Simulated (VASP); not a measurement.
Set up this calculation in VASP 6.6.1, as the native input.

```yaml
Task: single point
Functional: PBE
Potentials_or_basis: VASP PAW PBE potentials, release 64 (Si, C)
Cutoff: 600 eV
k_mesh: 8 × 8 × 8
Occupations: gaussian, width 0.01 eV
Spin: no spin polarisation
Dipole_correction: no
Further_INCAR_settings: ALGO = Normal; EDIFF = 1e-06; NBANDS = 11
```

The structure of SiC lies in POSCAR:

```
SiC
1.0
    0.0000000000      2.1898629696      2.1898629696
    2.1898629696      0.0000000000      2.1898629696
    2.1898629696      2.1898629696      0.0000000000
Si C
1 1
Direct
    0.2500000000      0.2500000000      0.2500000000
    0.0000000000      0.0000000000      0.0000000000
```

These files were run (other wordings do the same):

INCAR

```
ALGO = Normal
EDIFF = 1E-6
ENCUT = 600
GGA = PE
GGA_COMPAT = F
ISIF = 2
ISMEAR = 0
LASPH = T
LCHARG = F
LREAL = F
LWAVE = F
NBANDS = 11
NELM = 120
PREC = Accurate
SIGMA = 0.01
```

KPOINTS

```
k-points
0
Gamma
  8 8 8
```

Potentials or basis: VASP PAW PBE potentials, release 64 (Si, C).

Launch:

```bash
$ cat potpaw_PBE.64/Si/POTCAR potpaw_PBE.64/C/POTCAR > POTCAR
$ mpirun -np 1 vasp_std > vasp.out
```

Results of the run:

The pressure is -0.2 GPa and the band gap on the k mesh is 1.37 eV (least direct gap 4.53 eV).

Run time: 20 s on 1 thread of Intel Xeon 8259CL (shared host), peak memory 0.15 GiB.
